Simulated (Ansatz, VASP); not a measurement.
## One calculation of CdAg3, two programs

INCAR

```
SYSTEM = CdAg3
  PREC = Accurate
  ENCUT = 520
  EDIFF = 1E-6
  ISMEAR = -1
  SIGMA = 0.1
  LREAL = .False.
  LASPH = .True.
  NELM = 100
  ALGO = Normal
  ISIF = 2
  LWAVE = .False.
  LCHARG = .False.
  LDIPOL = .True.
  IDIPOL = 3
  DIPOL = 0.5 0.5 0.500
  NBANDS = 30
```

File KPOINTS:

```
regular mesh
0
Gamma
  12 8 1
  0 0 0
```

File POSCAR:

```
CdAg3
1.0
    2.8289222034      0.0000000000      0.0000000000
    0.0000000000      4.0007001470      0.0000000000
    0.0000000000      0.0000000000     20.2434000000
Cd Ag
1 3
Direct
    0.2500000000      0.2500000000      0.4000573963
    0.7500000000      0.7500000000      0.4616121522
    0.2500000000      0.2500000000      0.5383878476
    0.7500000000      0.7500000000      0.5999426035
```

Input for Ansatz:

```yaml
crystal:
  lattice:
    - [2.8289222034, 0.0, 0.0]
    - [0.0, 4.000700147, 0.0]
    - [0.0, 0.0, 20.2434]
  atoms:
    - { symbol: Cd, position: [0.25, 0.25, 0.4000573963] }
    - { symbol: Ag, position: [0.75, 0.75, 0.4616121522] }
    - { symbol: Ag, position: [0.25, 0.25, 0.5383878476] }
    - { symbol: Ag, position: [0.75, 0.75, 0.5999426035] }
kpoints:
  mp_grid: { grid: [12, 8, 1] }
scf:
  occupations: { method: fermi_dirac, width: 0.1 }
hamiltonian:
  xc: lda
  pseudopotentials: { kind: paw }
output:
  forces: true
  stress: true
  eigenvalues: true
efield:
  axis: 3
  amplitude: 0
  dipole_correction: true
```

Alike in both runs: task single point; functional LDA; k mesh 12 × 8 × 1; occupations fermi-dirac, width 0.1 eV; no spin polarisation.

```csv
,VASP,Ansatz
version,VASP 6.6.1,Ansatz 0.2.0
potentials or method,"VASP PAW LDA potentials, release 64 (Cd, Ag)","PAW with Ansatz's default frozen-core files, scalar-relativistic"
plane-wave cutoff (eV),520,420
valence electrons in the cell,45,77
```

|  | VASP | Ansatz | Ansatz less VASP |
| --- | --- | --- | --- |
| rms of the force components (eV/Å) | 0.172 | 0.148 | -0.0245 |

LDA's correlation is that of Perdew and Zunger in VASP and of Perdew and Wang (1992) in Ansatz. Atom by atom the forces differ by 0.026 eV/Å (rms over components). VASP's potentials hold 45 valence electrons a cell and Ansatz's 77, so a difference there can come from the potentials and not from the codes.
